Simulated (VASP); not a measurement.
A run of VASP 6.6.1 is set up as follows.

INCAR

```
PREC = Accurate
ENCUT = 520
EDIFF = 1E-6
ISMEAR = 0
SIGMA = 0.05
LREAL = False
LASPH = True
NELM = 150
ALGO = Normal
ISIF = 2
LWAVE = False
LCHARG = False
ISPIN = 2
MAGMOM = 0.5 0
LORBIT = 11
GGA = PS
NBANDS = 15
```

Contents of KPOINTS:

```
regular mesh
0
Gamma
  1 1 15
```

File POSCAR:

```
NaH
1.0
    9.0000000000      0.0000000000      0.0000000000
    0.0000000000      9.3000000000      0.0000000000
    0.0000000000      0.0000000000      4.3122397648
Na H
1 1
Direct
    0.5000000000      0.5000000000      0.0000000000
    0.5000000000      0.5000000000      0.4650000000
```

Potentials or basis: VASP PAW PBE potentials, release 64 (Na_pv, H).

Command:

```sh
$ cat potpaw_PBE.64/Na_pv/POTCAR potpaw_PBE.64/H/POTCAR > POTCAR
$ mpirun -np 1 vasp_std > vasp.out
```

Problem. Estimate the net moment.

Solution. 0.00 μB per cell.

Problem. Estimate the band gap on the k mesh.

Solution. 3.87 eV (least direct gap 4.02 eV).

Problem. Predict the largest force.

Solution. 0.465 eV/Å.

Forces on the atoms (eV/Å):
```
Na   0.000  0.000 -0.465
H    0.000  0.000  0.465
```

Caveat: the PAW data sets were made with another functional, which shifts forces and pressure a little.
